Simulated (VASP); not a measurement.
# Co (P6/mmm) in VASP: a series of runs

Co is run at these levels: RPBE; tasks: single point.

Program: VASP 6.6.1. These are calculated values, not measurements. Logs are shortened: lines on timing, memory, paths and dates and some standing lists are left out, and cuts for length are marked.

### 1 The cell of the first run

It takes space group P6/mmm (No. 191, hexagonal). Conventional cell: a = 3.888 Å, b = 3.888 Å, c = 2.384 Å, α = 90.00°, β = 90.00°, γ = 120.00°. Co (site symmetry 6/mmm) has 14 Co at 2.38 to 2.54 Å within 3.1 Å. Within 3.0 Å of Co (site symmetry -6m2) lie 11 Co at 2.24 to 2.54 Å.

### 2 Single point, RPBE (volume scaled by 0.96)

The input, INCAR:

```
PREC = Accurate
ENCUT = 520
EDIFF = 1E-7
ISMEAR = -1
SIGMA = 0.1
LREAL = False
LASPH = True
NELM = 80
ALGO = Normal
ISIF = 2
LWAVE = False
LCHARG = False
GGA = RP
NBANDS = 20
```

The input, KPOINTS:

```
Automatic mesh
0
Gamma
  12 12 17
```

The input, POSCAR:

```
Co
1.0
    3.8875962444      0.0000000000      0.0000000000
   -1.9437981222      3.3667571073      0.0000000000
    0.0000000000      0.0000000000      2.3840506885
Co
3
Direct
    0.0000000000      0.0000000000      0.0000000000
    0.3333333333      0.6666666667      0.5000000000
    0.6666666667      0.3333333333      0.5000000000
```

Potentials or basis: VASP PAW PBE potentials, release 64 (Co).

Run with:

```console
cat potpaw_PBE.64/Co/POTCAR > POTCAR
mpirun -np 1 vasp_std > vasp.out
```

OUTCAR:

```text
PREC = Accurate
   ENCUT = 520
   EDIFF = 1E-7
   ISMEAR = -1
   LREAL = False
   LASPH = True
   NELM = 80
   ISIF = 2
   GGA = RP

 ion  position               nearest neighbor table
   1  0.000  0.000  0.000-   2 2.54   3 2.54   2 2.54   3 2.54   2 2.54   2 2.54   3 2.54   3 2.54
                             3 2.54   3 2.54   2 2.54   2 2.54
   2  0.333  0.667  0.500-   3 2.24   3 2.24   3 2.24   1 2.54   1 2.54   1 2.54   1 2.54   1 2.54
                             1 2.54
   3  0.667  0.333  0.500-   2 2.24   2 2.24   2 2.24   1 2.54   1 2.54   1 2.54   1 2.54   1 2.54
                             1 2.54

  LATTYP: Found a hexagonal cell.
 ALAT       =     3.8875962444
 C/A-ratio  =     0.6132454449

  Lattice vectors:

 A1 = (   3.8875962444,   0.0000000000,   0.0000000000)
 A2 = (  -1.9437981222,   3.3667571073,   0.0000000000)
 A3 = (   0.0000000000,   0.0000000000,   2.3840506885)

Analysis of symmetry for initial positions (statically):
=====================================================================
 Subroutine PRICEL returns:
 Original cell was already a primitive cell.

 Routine SETGRP: Setting up the symmetry group for a
 hexagonal supercell.

 Subroutine GETGRP returns: Found 24 space group operations
 (whereof 24 operations were pure point group operations)
 out of a pool of 24 trial point group operations.

The static configuration has the point symmetry D_6h.

Analysis of symmetry for dynamics (positions and initial velocities):
=====================================================================
 Subroutine PRICEL returns:
 Original cell was already a primitive cell.

 Routine SETGRP: Setting up the symmetry group for a
 hexagonal supercell.

 Subroutine GETGRP returns: Found 24 space group operations
 (whereof 24 operations were pure point group operations)
 out of a pool of 24 trial point group operations.

The dynamic configuration has the point symmetry D_6h.

 Subroutine INISYM returns: Found 24 space group operations
 (whereof 24 operations are pure point group operations),
 and found     1 'primitive' translations

----------------------------------------------------------------------------------------

                                     Primitive cell

  volume of cell :      31.2039

  direct lattice vectors                    reciprocal lattice vectors
     3.887596244  0.000000000  0.000000000     0.257228358  0.148510862  0.000000000
    -1.943798122  3.366757107  0.000000000     0.000000000  0.297021724  0.000000000
     0.000000000  0.000000000  2.384050688     0.000000000  0.000000000  0.419454169

  length of vectors
     3.887596244  3.887596244  2.384050688     0.297021724  0.297021724  0.419454169

  position of ions in fractional coordinates (direct lattice)
     0.000000000  0.000000000  0.000000000
     0.333333333  0.666666667  0.500000000
     0.666666667  0.333333333  0.500000000

  ion indices of the primitive-cell ions
   primitive index   ion index
                 1           1
                 2           2
                 3           3

----------------------------------------------------------------------------------------

 KPOINTS: Automatic mesh

Automatic generation of k-mesh.
 Grid dimensions read from file:
 generate k-points for:   12   12   17

 Generating k-lattice:

  Cartesian coordinates                     Fractional coordinates (reciprocal lattice)
     0.021435697  0.012375905  0.000000000     0.083333333  0.000000000  0.000000000
     0.000000000  0.024751810  0.000000000     0.000000000  0.083333333  0.000000000
     0.000000000  0.000000000  0.024673775     0.000000000  0.000000000  0.058823529

  Length of vectors
     0.024751810  0.024751810  0.024673775

  Shift w.r.t. Gamma in fractional coordinates (k-lattice)
     0.000000000  0.000000000  0.000000000

 Subroutine IBZKPT returns following result:
 ===========================================

 Found    171 irreducible k-points:

 Following reciprocal coordinates:
            Coordinates               Weight
  0.000000  0.000000  0.000000      1.000000
  0.083333  0.000000  0.000000      6.000000
  0.166667  0.000000  0.000000      6.000000
  0.250000  0.000000  0.000000      6.000000
  0.333333  0.000000  0.000000      6.000000
  0.416667  0.000000  0.000000      6.000000
[... 16 lines left out ...]
  0.250000  0.000000  0.058824     12.000000
  0.333333  0.000000  0.058824     12.000000
 [... further k-points ...]
   k-points           NKPTS =    171   k-points in BZ     NKDIM =    171   number of bands    NBANDS=     20
   number of dos      NEDOS =    301   number of ions     NIONS =      3
   total plane-waves  NPLWV =  16200
   dimension x,y,z NGX =    30 NGY =   30 NGZ =   18
   dimension x,y,z NGXF=    60 NGYF=   60 NGZF=   36
   ions per type =               3
   NGX,Y,Z   is equivalent  to a cutoff of  12.83, 12.83, 12.55 a.u.
   NGXF,Y,Z  is equivalent  to a cutoff of  25.66, 25.66, 25.10 a.u.
 SYSTEM =  unknown system
   PREC   = accura    normal or accurate (medium, high low for compatibility)
   ISTART =      0    job   : 0-new  1-cont  2-samecut
   ICHARG =      2    charge: 1-file 2-atom 10-const
   ISPIN  =      1    spin polarized calculation?
   LNONCOLLINEAR =      F non collinear calculations
   LSORBIT =      F    spin-orbit coupling
   LASPH  =      T    aspherical Exc in radial PAW
   ENCUT  =  520.0 eV  38.22 Ry    6.18 a.u.   7.23  7.23  4.43*2*pi/ulx,y,z
   NELM   =     80;   NELMIN=  2; NELMDL= -5     # of ELM steps
   EDIFF  = 0.1E-06   stopping-criterion for ELM
   LREAL  =      F    real-space projection
   EDIFFG = 0.1E-05   stopping-criterion for IOM
   NSW    =      0    number of steps for IOM
   IBRION =     -1    ionic relax: 0-MD 1-quasi-New 2-CG
   NFREE  =      0    steps in history (QN), initial steepest desc. (CG)
   ISIF   =      2    stress and relaxation
   ISYM   =      2    0-nonsym 1-usesym 2-fastsym
   POTIM  = 0.5000    time-step for ionic-motion
   TEBEG  =    0.0;   TEEND  =   0.0 temperature during run
   PSTRESS=    0.0 pullay stress
   NELECT =      27.0000    total number of electrons
   NUPDOWN=      -1.0000    fix difference up-down
   EMIN   =  10.00;   EMAX   =-10.00  energy-range for DOS
   EFERMI =   0.00;   METHOD = LEGACY
   ISMEAR =    -1;   SIGMA  =   0.10  broadening in eV -4-tet -1-fermi 0-gaus
   EFERMI_NEDOS =   21; number of points for ismear=-14 and -15
   IALGO  =     38    algorithm
   IMIX   =      4    mixing-type and parameters
     AMIX     =   0.40;   BMIX     =  1.00
     AMIX_MAG =   1.60;   BMIX_MAG =  1.00
  volume/ion in A,a.u.               =      10.40        70.19
  Fermi-wavevector in a.u.,A,eV,Ry     =   1.560007  2.947986 33.111445  2.433623
  Thomas-Fermi vector in A             =   2.663282
   LORBIT       =      0    0 simple, 1 ext, 2 COOP (PROOUT), +10 PAW based schemes
   GGA     = RP    functional components
   LHFCALC =     F    Hartree Fock is set to
   AEXX    =    0.0000 exact exchange contribution
   IVDW    =     0    specifies the selected vdW correction
   LEPSILON=     F    determine dielectric tensor
   LRPA    =     F    only Hartree local field effects (RPA)
 non-spin polarized calculation
  energy-cutoff  :      520.00
  volume of cell :       31.20
 maximum number of plane-waves:       903
 NGX is ok and might be reduce to    30
   NGX = 15   NGY = 15   NGZ =  9

 number of electron      26.9999982 magnetization

 Free energy of the ion-electron system (eV)
  ---------------------------------------------------
  ext. energy  EPLUGINS =         0.00000000
  ---------------------------------------------------
  free energy    TOTEN  =       -18.48284094 eV

  energy without entropy =      -18.18607716  energy(sigma->0) =      -18.33445905

 E-fermi :  10.9274     XC(G=0): -13.5526

 val. band max:       10.9248477131   @ k =   0.4167   0.0833   0.0588
 cond. band min:      10.9282548191   @ k =   0.4167   0.0000   0.1176
 fundamental gap:      0.0034071060
 Fermi energy:        10.9274376414

 k-point     1 :       0.0000    0.0000    0.0000
  band No.  band energies     occupation
      1       1.8539      2.00000
      2       6.7013      2.00000
      3       7.9975      2.00000
      4       7.9975      2.00000
      5       8.0111      2.00000
      6       8.0111      2.00000
[... 12 lines left out ...]
     19      18.0370      0.00000
     20      18.0370      0.00000

 k-point     2 :       0.0833    0.0000    0.0000
  band No.  band energies     occupation
      1       1.9553      2.00000
      2       6.7130      2.00000
      3       7.6776      2.00000
      4       7.8124      2.00000
      5       8.0708      2.00000
      6       8.2977      2.00000
[... 12 lines left out ...]
     19      18.8706      0.00000
     20      19.4301      0.00000

 k-point     3 :       0.1667    0.0000    0.0000
  band No.  band energies     occupation
      1       2.2554      2.00000
      2       6.7050      2.00000
      3       7.3276      2.00000
      4       7.7160      2.00000
      5       7.8575      2.00000
      6       8.5445      2.00000
[... 12 lines left out ...]
     19      18.9213      0.00000
     20      20.9108      0.00000

 k-point     4 :       0.2500    0.0000    0.0000
  band No.  band energies     occupation
      1       2.7417      2.00000
      2       6.5437      2.00000
      3       7.0766      2.00000
      4       7.5984      2.00000
      5       7.7034      2.00000
      6       8.5002      2.00000
[... 12 lines left out ...]
     19      18.8324      0.00000
     20      22.4686      0.00000

 k-point     5 :       0.3333    0.0000    0.0000
  band No.  band energies     occupation
      1       3.3910      2.00000
      2       6.2593      2.00000
      3       6.6592      2.00000
      4       7.5864      2.00000
      5       7.7555      2.00000
      6       8.3767      2.00000
[... 12 lines left out ...]
     19      18.7627      0.00000
     20      24.1018      0.00000

 k-point     6 :       0.4167    0.0000    0.0000
  band No.  band energies     occupation
      1       4.1646      2.00000
      2       5.7973      2.00000
      3       6.2231      2.00000
      4       7.7597      2.00000
      5       7.8358      2.00000
      6       8.1965      2.00000
[... 12 lines left out ...]
     19      18.7251      0.00000
     20      25.8061      0.00000

 k-point     7 :       0.5000    0.0000    0.0000
  band No.  band energies     occupation
      1       4.9324      2.00000
      2       5.0809      2.00000
      3       6.1171      2.00000
      4       7.8787      2.00000
      5       7.9694      2.00000
      6       7.9919      2.00000
[... 12 lines left out ...]
     19      18.7136      0.00000
     20      27.4786      0.00000
[... 277 lines left out ...]
 k-point    20 :       0.0000    0.0000    0.0588
  band No.  band energies     occupation
      1       1.9539      2.00000
      2       6.7622      2.00000
      3       7.9526      2.00000
      4       7.9526      2.00000
      5       7.9726      2.00000
      6       7.9726      2.00000
[... 12 lines left out ...]
     19      18.1289      0.00000
     20      18.1289      0.00000

 k-point    21 :       0.0833    0.0000    0.0588
  band No.  band energies     occupation
      1       2.0547      2.00000
      2       6.7757      2.00000
      3       7.6589      2.00000
      4       7.7846      2.00000
      5       8.0408      2.00000
      6       8.2360      2.00000
[... 12 lines left out ...]
     19      18.9380      0.00000
     20      19.5229      0.00000

 k-point    22 :       0.1667    0.0000    0.0588
  band No.  band energies     occupation
      1       2.3531      2.00000
      2       6.7713      2.00000
      3       7.3330      2.00000
      4       7.6983      2.00000
      5       7.8486      2.00000
      6       8.5957      2.00000
[... 12 lines left out ...]
     19      18.9575      0.00000
     20      20.9981      0.00000

 k-point    23 :       0.2500    0.0000    0.0588
  band No.  band energies     occupation
      1       2.8364      2.00000
      2       6.6045      2.00000
      3       7.1167      2.00000
      4       7.5934      2.00000
      5       7.6931      2.00000
      6       8.5503      2.00000
[... 12 lines left out ...]
     19      18.8546      0.00000
     20      22.5522      0.00000

 k-point    24 :       0.3333    0.0000    0.0588
  band No.  band energies     occupation
      1       3.4813      2.00000
      2       6.3208      2.00000
      3       6.7099      2.00000
      4       7.5976      2.00000
      5       7.7499      2.00000
      6       8.4237      2.00000
[... 12 lines left out ...]
     19      18.7779      0.00000
     20      24.1830      0.00000

 [... further k-points ...]

------------------------ aborting loop because EDIFF is reached ----------------------------------------

  FORCE on cell =-STRESS in cart. coord.  units (eV):
  Direction    XX          YY          ZZ          XY          YZ          ZX
  --------------------------------------------------------------------------------------
  -------------------------------------------------------------------------------------
  Total        1.7962187      1.7962187      1.7208671      0.0000000      0.0000000      0.0000000
  in kB       92.2276985     92.2276985     88.3587345      0.0000000      0.0000000      0.0000000
  external PRESSURE =      90.9380438 kB  Pullay stress =       0.0000000 kB

 VOLUME and BASIS-vectors are now :
 -----------------------------------------------------------------------------
  energy-cutoff  :      520.00
  volume of cell :       31.20
      direct lattice vectors                 reciprocal lattice vectors
     3.887596244  0.000000000  0.000000000     0.257228358  0.148510862  0.000000000
    -1.943798122  3.366757107  0.000000000     0.000000000  0.297021724  0.000000000
     0.000000000  0.000000000  2.384050688     0.000000000  0.000000000  0.419454169

 POSITION                                       TOTAL-FORCE (eV/Angst)
 -----------------------------------------------------------------------------------
      0.00000      0.00000      0.00000        -0.000000      0.000000      0.000000
     -0.00000      2.24450      1.19203        -0.000000      0.000000      0.000000
      1.94380      1.12225      1.19203         0.000000      0.000000      0.000000
 -----------------------------------------------------------------------------------
    total drift:                               -0.000000      0.000000      0.000000

  FREE ENERGIE OF THE ION-ELECTRON SYSTEM (eV)
  ---------------------------------------------------
  free  energy   TOTEN  =       -18.4828409378 eV

  energy  without entropy=      -18.1860771584  energy(sigma->0) =      -18.33445905
```

Run time: 51 s. Hardware: 1 thread of Intel Xeon 6975P-C (Granite Rapids), shared host; peak memory 0.2 GiB.

Results:

```yaml
Free_energy: -18.4828 eV
Pressure: 9.1 GPa
```

Caveat: the cell differs from its parent crystal (volume scaled by 0.96); the PAW data sets were made with another functional, which shifts forces and pressure a little; the run has no spin polarisation, though such a crystal can be magnetic. Spin polarisation is off, so any magnetic state and its effect on volume and gap are missing.

### 3 Single point, RPBE

This run uses another cell than the first one, of 10.83 Å³/atom, 1.042 times its volume.

The input, INCAR:

```
SYSTEM = Co
  PREC = Accurate
  ENCUT = 520
  EDIFF = 1E-6
  ISMEAR = -1
  SIGMA = 0.1
  LREAL = .False.
  LASPH = .True.
  NELM = 100
  ALGO = Normal
  ISIF = 2
  LWAVE = .False.
  LCHARG = .True.
  GGA = RP
  LELF = .True.
  LVHAR = .True.
  NBANDS = 20
```

The input, KPOINTS:

```
regular mesh
0
Gamma
  12 12 17
  0 0 0
```

The input, POSCAR:

```
Co
1.0
    3.9408576060      0.0000000000      0.0000000000
   -1.9704288030      3.4128827994      0.0000000000
    0.0000000000      0.0000000000      2.4167129758
Co
3
Direct
    0.0000000000      0.0000000000      0.0000000000
    0.3333333333      0.6666666667      0.5000000000
    0.6666666667      0.3333333333      0.5000000000
```

Potentials or basis: VASP PAW PBE potentials, release 64 (Co).

Run with:

```console
cat potpaw_PBE.64/Co/POTCAR > POTCAR
mpirun -np 1 vasp_std > vasp.out
```

It took 46 s on 1 thread of Intel Xeon 6975P-C (Granite Rapids), shared host; peak memory 0.21 GiB.

The run converged. Its results:

- Free energy: -18.5160 eV
- Pressure: -0.3 GPa

Stress tensor (GPa, compression positive):
```
-0.41  0.00  0.00
 0.00 -0.41  0.00
 0.00  0.00 -0.21
```

Levels at points of the mesh, in eV from the Fermi level:
| k point | band 10 | band 11 | band 12 | band 13 | band 14 | band 15 | band 16 | band 17 | band 18 | band 19 |
| --- | --- | --- | --- | --- | --- | --- | --- | --- | --- | --- |
| (0.00, 0.00, 0.00) | -1.46 | -0.92 | -0.92 | -0.89 | -0.89 | 0.42 | 0.42 | 6.87 | 6.87 | 6.88 |
| (0.50, 0.00, 0.00) | -0.81 | -0.78 | -0.16 | 0.05 | 0.07 | 0.10 | 0.21 | 0.36 | 0.44 | 7.44 |

Caveat: the PAW data sets were made with another functional, which shifts forces and pressure a little; the run has no spin polarisation, though such a crystal can be magnetic. Spin polarisation is off, so any magnetic state and its effect on volume and gap are missing.

### 4 Single point, RPBE (volume scaled by 1.04)

The input, INCAR:

```
SYSTEM = Co
PREC     = Accurate       ! precision mode
ENCUT    = 520            ! plane-wave cutoff, eV
EDIFF    = 1E-6           ! SCF threshold, eV
ISMEAR   = -1             ! smearing method
SIGMA    = 0.1            ! smearing width, eV
LREAL    = .False.        ! projectors in reciprocal space
LASPH    = .True.         ! aspherical terms in the spheres
NELM     = 100            ! most SCF steps
ALGO     = Normal         ! electronic algorithm
ISIF     = 2              ! what is computed and relaxed
LWAVE    = .False.        ! write WAVECAR
LCHARG   = .False.        ! write CHGCAR
GGA      = RP             ! functional
NBANDS   = 20             ! bands
```

KPOINTS is that of step 3.

The input, POSCAR:

```
Co
1.0
    3.9927169426      0.0000000000      0.0000000000
   -1.9963584713      3.4577943024      0.0000000000
    0.0000000000      0.0000000000      2.4485154778
Co
3
Direct
    0.0000000000      0.0000000000      0.0000000000
    0.3333333333      0.6666666667      0.5000000000
    0.6666666667      0.3333333333      0.5000000000
```

Run with:

```console
cat potpaw_PBE.64/Co/POTCAR > POTCAR
mpirun -np 1 vasp_std > vasp.out
```

Run time: 45 s. Hardware: 1 thread of Intel Xeon 6975P-C (Granite Rapids), shared host; peak memory 0.21 GiB.

The run converged. Its results:

```
Free energy : -18.4798 eV
Pressure    : -8.0 GPa
```

Stress tensor (GPa, compression positive):
```
-8.19  0.00  0.00
 0.00 -8.19  0.00
 0.00  0.00 -7.52
```

Levels at points of the mesh, in eV from the Fermi level:
| k point | band 11 | band 12 | band 13 | band 14 | band 15 | band 16 | band 17 | band 18 |
| --- | --- | --- | --- | --- | --- | --- | --- | --- |
| (0.00, 0.00, 0.00) | -0.87 | -0.87 | -0.83 | -0.83 | 0.40 | 0.40 | 6.66 | 6.66 |
| (0.50, 0.00, 0.00) | -0.74 | -0.15 | 0.05 | 0.07 | 0.09 | 0.20 | 0.40 | 0.42 |

Caveat: the cell differs from its parent crystal (volume scaled by 1.04); the PAW data sets were made with another functional, which shifts forces and pressure a little; the run has no spin polarisation, though such a crystal can be magnetic. Spin polarisation is off, so any magnetic state and its effect on volume and gap are missing.

### 5 Summary

| cell | gap on the mesh (eV) | pressure (GPa) |
| --- | --- | --- |
| a = 3.888, b = 3.888, c = 2.384 Å, angles 90.0, 90.0, 120.0°, 3 atoms | none | 9.1 |
| a = 3.941, b = 3.941, c = 2.417 Å, angles 90.0, 90.0, 120.0°, 3 atoms | none | -0.3 |
| a = 3.993, b = 3.993, c = 2.449 Å, angles 90.0, 90.0, 120.0°, 3 atoms | none | -8.0 |

Alike in all rows: task single point; level RPBE; potentials or basis VASP PAW PBE potentials, release 64 (Co); no spin polarisation; k mesh 12 × 12 × 17; cutoff (eV) 520; smearing fermi-dirac 0.1 eV.

Caveats: the PAW data sets were made with another functional, which shifts forces and pressure a little; the run has no spin polarisation, though such a crystal can be magnetic.

Total energies depend on the potentials used, so only differences within one code and one set of settings carry meaning.
